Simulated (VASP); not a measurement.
Wanted: the native input for a VASP 6.6.1 run.

```
Task                   : single point
Functional             : PBE
Potentials or basis    : VASP PAW PBE potentials, release 64 (Na_pv, Ti_sv)
Cutoff                 : 520 eV
k mesh                 : 6 × 6 × 4
Occupations            : gaussian, width 0.1 eV
Spin                   : no spin polarisation
Dipole correction      : no
Further INCAR settings : ALGO = Fast; EDIFF = 1e-07; NBANDS = 22
```

The structure of NaTi2 lies in POSCAR:

```
NaTi2
1.0
    5.1737473122      0.0000000000      0.0000000000
   -2.5868736561      4.4805966051      0.0000000000
    0.0000000000      0.0000000000      2.5377750564
Na Ti
1 2
Direct
    0.0000000000      0.0000000000      0.0000000000
    0.3333333333      0.6666666667      0.5000000000
    0.6666666667      0.3333333333      0.5000000000
```

These files were run (other wordings do the same):

INCAR

```
ALGO = Fast ; EDIFF = 1E-7
ENCUT = 520 ; GGA = PE
ISIF = 2 ; ISMEAR = 0
LASPH = T ; LCHARG = F
LREAL = F ; LWAVE = F
NBANDS = 22 ; NELM = 60
PREC = Accurate ; SIGMA = 0.1
```

KPOINTS

```
k-points
0
Gamma
  6 6 4
```

Potentials or basis: VASP PAW PBE potentials, release 64 (Na_pv, Ti_sv).

Launch:

```sh
$ cat potpaw_PBE.64/Na_pv/POTCAR potpaw_PBE.64/Ti_sv/POTCAR > POTCAR
$ mpirun -np 1 vasp_std > vasp.out
```

Results of the run:

```
Pressure               : 0.1 GPa
Band gap on the k mesh : zero (an odd number of electrons rules out a gap without spin polarisation)
```

Caveat: the k points lie up to 0.62 Å⁻¹ apart, too coarse for converged energies and pressures of a metal.

Run time: 2.3 min on 1 thread of Intel Xeon 8259CL (shared host), peak memory 0.19 GiB.
